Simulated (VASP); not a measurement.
# Ca7Se (Fm-3m) in VASP: a series of runs, part 2 of 2

VASP 6.6.1. Earlier steps stand in the parts before.

## 4. Relaxation of cell and atoms, PBE

INCAR reads:

```
ALGO     = Normal         # electronic algorithm
EDIFF    = 1E-6           # SCF threshold, eV
EDIFFG   = -0.04          # ionic threshold
ENCUT    = 600            # plane-wave cutoff, eV
GGA      = PE             # functional
IBRION   = 2              # ionic algorithm
ISIF     = 3              # what is computed and relaxed
ISMEAR   = 0              # smearing method
LASPH    = T              # aspherical terms in the spheres
LCHARG   = F              # write CHGCAR
LREAL    = F              # projectors in reciprocal space
LWAVE    = F              # write WAVECAR
NELM     = 100            # most SCF steps
NSW      = 90             # ionic steps
PREC     = Accurate       # precision mode
SIGMA    = 0.1            # smearing width, eV
```

KPOINTS reads:

```
k-points
0
Gamma
  4 4 4
```

POSCAR reads:

```
Ca7Se
1.0
    0.0000000000      4.5375115400      4.5375115400
    4.5375115400      0.0000000000      4.5375115400
    4.5375115400      4.5375115400      0.0000000000
Ca Se
7 1
Direct
    0.0000000000      0.0000000000      0.5000000000
    0.5000000000      0.0000000000      0.5000000000
    0.0000000000      0.5000000000      0.5000000000
    0.5000000000      0.5000000000      0.0000000000
    0.0000000000      0.5000000000      0.0000000000
    0.5000000000      0.0000000000      0.0000000000
    0.5000000000      0.5000000000      0.5000000000
    0.0000000000      0.0000000000      0.0000000000
```

Potentials or basis: VASP PAW PBE potentials, release 64 (Ca_sv, Se).

The run is started by

```bash
$ cat potpaw_PBE.64/Ca_sv/POTCAR potpaw_PBE.64/Se/POTCAR > POTCAR
$ mpirun -np 1 vasp_std > vasp.out
```

OUTCAR:

```text
EDIFF = 1E-6
   EDIFFG = -0.04
   ENCUT = 600
   GGA = PE
   IBRION = 2
   ISIF = 3
   ISMEAR = 0
   LASPH = T
   LREAL = F
   NELM = 100
   NSW = 90
   PREC = Accurate

 ion  position               nearest neighbor table
   1  0.000  0.000  0.500-
   2  0.500  0.000  0.500-
   3  0.000  0.500  0.500-
   4  0.500  0.500  0.000-
   5  0.000  0.500  0.000-
   6  0.500  0.000  0.000-
   7  0.500  0.500  0.500-
   8  0.000  0.000  0.000-

  LATTYP: Found a face centered cubic cell.
 ALAT       =     9.0750230800

  Lattice vectors:

 A1 = (   0.0000000000,   4.5375115400,   4.5375115400)
 A2 = (   4.5375115400,   0.0000000000,   4.5375115400)
 A3 = (   4.5375115400,   4.5375115400,   0.0000000000)

Analysis of symmetry for initial positions (statically):
=====================================================================
 Subroutine PRICEL returns:
 Original cell was already a primitive cell.

 Routine SETGRP: Setting up the symmetry group for a
 face centered cubic supercell.

 Subroutine GETGRP returns: Found 48 space group operations
 (whereof 48 operations were pure point group operations)
 out of a pool of 48 trial point group operations.

The static configuration has the point symmetry O_h .

Analysis of symmetry for dynamics (positions and initial velocities):
=====================================================================
 Subroutine PRICEL returns:
 Original cell was already a primitive cell.

 Routine SETGRP: Setting up the symmetry group for a
 face centered cubic supercell.

 Subroutine GETGRP returns: Found 48 space group operations
 (whereof 48 operations were pure point group operations)
 out of a pool of 48 trial point group operations.

The dynamic configuration has the point symmetry O_h .

 Subroutine INISYM returns: Found 48 space group operations
 (whereof 48 operations are pure point group operations),
 and found     1 'primitive' translations

----------------------------------------------------------------------------------------

                                     Primitive cell

[... 89 lines left out ...]
   IBRION =      2    ionic relax: 0-MD 1-quasi-New 2-CG
   NFREE  =      1    steps in history (QN), initial steepest desc. (CG)
   ISIF   =      3    stress and relaxation
   ISYM   =      2    0-nonsym 1-usesym 2-fastsym
   POTIM  = 0.5000    time-step for ionic-motion
   TEBEG  =    0.0;   TEEND  =   0.0 temperature during run
   PSTRESS=    0.0 pullay stress
   NELECT =      76.0000    total number of electrons
   NUPDOWN=      -1.0000    fix difference up-down
   EMIN   =  10.00;   EMAX   =-10.00  energy-range for DOS
   EFERMI =   0.00;   METHOD = LEGACY
   ISMEAR =     0;   SIGMA  =   0.10  broadening in eV -4-tet -1-fermi 0-gaus
   EFERMI_NEDOS =   21; number of points for ismear=-14 and -15
   IALGO  =     38    algorithm
   IMIX   =      4    mixing-type and parameters
     AMIX     =   0.40;   BMIX     =  1.00
     AMIX_MAG =   1.60;   BMIX_MAG =  1.00
  volume/ion in A,a.u.               =      23.36       157.61
  Fermi-wavevector in a.u.,A,eV,Ry     =   1.212974  2.292189 20.018344  1.471307
  Thomas-Fermi vector in A             =   2.348441
   LORBIT       =      0    0 simple, 1 ext, 2 COOP (PROOUT), +10 PAW based schemes
   GGA     = PE    functional components
   LHFCALC =     F    Hartree Fock is set to
   AEXX    =    0.0000 exact exchange contribution
   IVDW    =     0    specifies the selected vdW correction
   LEPSILON=     F    determine dielectric tensor
   LRPA    =     F    only Hartree local field effects (RPA)
 conjugate gradient relaxation of ions
 non-spin polarized calculation
 Gauss-broadening in eV      SIGMA  =   0.10
  energy-cutoff  :      600.00
  volume of cell :      186.85
 maximum number of plane-waves:      6259
 NGX is ok and might be reduce to    54
   NGX = 25   NGY = 25   NGZ = 25

--------------------------------------- Ionic step        1  -------------------------------------------

 number of electron      75.9999997 magnetization

 Free energy of the ion-electron system (eV)
  ---------------------------------------------------
  ext. energy  EPLUGINS =         0.00000000
  ---------------------------------------------------
  free energy    TOTEN  =       -13.80786770 eV

  energy without entropy =      -13.76658631  energy(sigma->0) =      -13.78722701

 E-fermi :   5.1219     XC(G=0):  -9.8036

 val. band max:        5.0681843175   @ k =   0.5000   0.5000   0.0000
 cond. band min:       5.1424995414   @ k =   0.5000   0.2500   0.0000
 fundamental gap:      0.0743152239
 Fermi energy:         5.1219013032

 k-point     1 :       0.0000    0.0000    0.0000
  band No.  band energies     occupation
      1     -36.0039      2.00000
      2     -35.8816      2.00000
      3     -35.8816      2.00000
      4     -35.8816      2.00000
      5     -35.8268      2.00000
      6     -35.8268      2.00000
[... 498 lines left out ...]
--------------------------------------- Ionic step        4  -------------------------------------------

 number of electron      75.9999987 magnetization

 Free energy of the ion-electron system (eV)
  ---------------------------------------------------
  ext. energy  EPLUGINS =         0.00000000
  ---------------------------------------------------
  free energy    TOTEN  =       -18.65997095 eV

  energy without entropy =      -18.61551349  energy(sigma->0) =      -18.63774222

 E-fermi :   2.4720     XC(G=0):  -8.0387

 val. band max:        2.4347095365   @ k =   0.2500   0.2500   0.0000
 cond. band min:       2.4901083664   @ k =   0.5000   0.2500   0.0000
 fundamental gap:      0.0553988299
 Fermi energy:         2.4720305068

 k-point     1 :       0.0000    0.0000    0.0000
  band No.  band energies     occupation
      1     -39.5880      2.00000
      2     -39.5726      2.00000
      3     -39.5726      2.00000
      4     -39.5726      2.00000
      5     -39.5651      2.00000
      6     -39.5651      2.00000
[... 408 lines left out ...]
  FREE ENERGIE OF THE ION-ELECTRON SYSTEM (eV)
  ---------------------------------------------------
  free  energy   TOTEN  =       -18.6599709462 eV

  energy  without entropy=      -18.6155134920  energy(sigma->0) =      -18.63774222

 reached required accuracy - stopping structural energy minimisation
```

OSZICAR:

```text
N       E                     dE             d eps       ncg     rms          rms(c)
DAV:   1     0.898465931277E+03    0.89847E+03   -0.41194E+04   720   0.186E+03
DAV:   2     0.547656551945E+02   -0.84370E+03   -0.83532E+03   730   0.536E+02
DAV:   3    -0.663268591692E+01   -0.61398E+02   -0.59670E+02  1128   0.108E+02
DAV:   4    -0.140910339657E+02   -0.74583E+01   -0.72257E+01  1136   0.292E+01
[... 51 lines left out ...]
DAV:   8    -0.186600178348E+02   -0.15882E-04   -0.14810E-03   902   0.147E-01    0.357E-02
DAV:   9    -0.186599675130E+02    0.50322E-04   -0.26345E-04  1091   0.379E-02    0.113E-02
DAV:  10    -0.186599720820E+02   -0.45690E-05   -0.87664E-05   806   0.192E-02    0.831E-03
DAV:  11    -0.186599707770E+02    0.13050E-05   -0.67558E-06   732   0.943E-03    0.341E-03
DAV:  12    -0.186599709462E+02   -0.16923E-06   -0.29204E-06   636   0.447E-03
   4 F= -.18659971E+02 E0= -.18637742E+02  d E =-.485210E+01
```

It took 9.8 min on 1 thread of Intel Xeon Platinum 8488C (Sapphire Rapids), shared host; peak memory 0.44 GiB.

What came out:

```yaml
Free_energy: -18.6600 eV
Relaxed_volume: 37.61 Å³/atom
Relaxed_cell: a = 7.521 Å, b = 7.521 Å, c = 7.521 Å, α = 60.00°, β = 60.00°, γ = 60.00°
Space_group_after_relaxing_to_0.1_Å: Fm-3m (No. 225)
Energy_gained_by_relaxing: 606.5 meV/atom
Ionic_steps: 4
Pressure_after_relaxing: -0.1 GPa
Band_gap_on_the_k_mesh: zero (bands 38 and 39 overlap by 0.39 eV)
```

Step by step:
```csv
step,energy change (eV),largest force (eV/Å),pressure (GPa),volume (Å³)
1,0.0000,0.0000,19.25,186.85
2,-4.7035,0.0000,2.01,273.46
3,-4.7304,0.0000,-1.41,325.21
4,-4.8521,0.0000,-0.12,300.87
```

Final structure:
```xyz
8
Lattice="0.0000 5.3184 5.3184 5.3184 0.0000 5.3184 5.3184 5.3184 0.0000" Properties=species:S:1:pos:R:3 pbc="T T T"
Ca    2.6592    2.6592    0.0000
Ca    2.6592    5.3184    2.6592
Ca    5.3184    2.6592    2.6592
Ca    2.6592    2.6592    5.3184
Ca    2.6592    0.0000    2.6592
Ca    0.0000    2.6592    2.6592
Ca    5.3184    5.3184    5.3184
Se    0.0000    0.0000    0.0000
```

Levels at points of the mesh, in eV from the Fermi level:
```csv
k point,band 36,band 37,band 38,band 39,band 40,band 41
"(0.00, 0.00, 0.00)",-0.96,-0.81,-0.35,-0.35,-0.16,0.55
"(0.50, 0.00, 0.00)",-0.67,-0.67,-0.05,-0.05,0.09,0.81
"(0.50, 0.50, 0.00)",-0.59,-0.59,0.04,0.25,0.42,0.76
```

Caveat: the volume moved by over 15 % at a fixed basis, so the end points are rough; semilocal functionals underestimate gaps, so a narrow gap can read as zero.

## 5. Single point, PBE+D4

This run uses another cell than the first one, of 37.26 Å³/atom.

INCAR reads:

```
  PREC = Accurate
  ENCUT = 520
  EDIFF = 1E-7
  ISMEAR = 0
  SIGMA = 0.1
  LREAL = False
  LASPH = True
  NELM = 100
  ALGO = Normal
  ISIF = 2
  LWAVE = False
  LCHARG = False
  GGA = PE
  IVDW = 13
  NBANDS = 48
```

KPOINTS reads:

```
regular mesh
0
Gamma
  6 6 6
```

Edit POSCAR of step 4 so:

```diff
@@ -2,5 +2,5 @@
 1.0
-    0.0000000000      4.5375115400      4.5375115400
-    4.5375115400      0.0000000000      4.5375115400
-    4.5375115400      4.5375115400      0.0000000000
+    0.0000000000      5.3020500821      5.3020500821
+    5.3020500821      0.0000000000      5.3020500821
+    5.3020500821      5.3020500821      0.0000000000
 Ca Se
```

The run is started by

```bash
$ cat potpaw_PBE.64/Ca_sv/POTCAR potpaw_PBE.64/Se/POTCAR > POTCAR
$ mpirun -np 1 vasp_std > vasp.out
```

Wall time 6.6 min (1 thread of Intel Xeon Platinum 8488C (Sapphire Rapids), shared host); peak memory 0.53 GiB.

Results (log left out):

```yaml
Free_energy: -19.5502 eV
Pressure: -0.4 GPa
Band_gap_on_the_k_mesh: zero (bands 38 and 39 overlap by 0.56 eV)
Dispersion_energy_per_atom: -0.107 eV
```

Levels at points of the mesh, in eV from the Fermi level:
| k point | band 34 | band 35 | band 36 | band 37 | band 38 | band 39 | band 40 | band 41 | band 42 | band 43 |
| --- | --- | --- | --- | --- | --- | --- | --- | --- | --- | --- |
| (0.00, 0.00, 0.00) | -0.92 | -0.92 | -0.92 | -0.78 | -0.32 | -0.32 | -0.10 | 0.61 | 0.61 | 0.61 |
| (0.50, 0.00, 0.00) | -1.88 | -0.78 | -0.63 | -0.63 | -0.01 | -0.01 | 0.13 | 0.85 | 0.85 | 0.94 |
| (0.50, 0.50, 0.00) | -1.56 | -1.47 | -0.54 | -0.54 | 0.09 | 0.29 | 0.45 | 0.80 | 0.80 | 0.93 |

Caveat: semilocal functionals underestimate gaps, so a narrow gap can read as zero.

## 6. Summary

| task | level | cell | k mesh | cutoff (eV) | gap on the mesh (eV) | pressure (GPa) |
| --- | --- | --- | --- | --- | --- | --- |
| single point | PBE | a = 6.417 Å, angles 60.0°, 8 atoms | 4 × 4 × 4 | 520 | none | 19.2 |
| single point | PBE | a = 7.490 Å, angles 60.0°, 8 atoms | 4 × 4 × 4 | 520 | none | 0.1 |
| relaxation of cell and atoms | PBE | relaxed from a = 6.417 Å, angles 60.0°, 8 atoms | 4 × 4 × 4 | 600 | none | -0.1 |
| single point | PBE+D4 | a = 7.498 Å, angles 60.0°, 8 atoms | 6 × 6 × 6 | 520 | none | -0.4 |

Alike in all rows: potentials or basis VASP PAW PBE potentials, release 64 (Ca_sv, Se); no spin polarisation; smearing gaussian 0.1 eV.

Caveats: semilocal functionals underestimate gaps, so a narrow gap can read as zero (at least some runs); the cell stands under pressure (at least some runs); the volume moved by over 15 % at a fixed basis, so the end points are rough (at least some runs).

Total energies depend on the potentials used, so only differences within one code and one set of settings carry meaning.
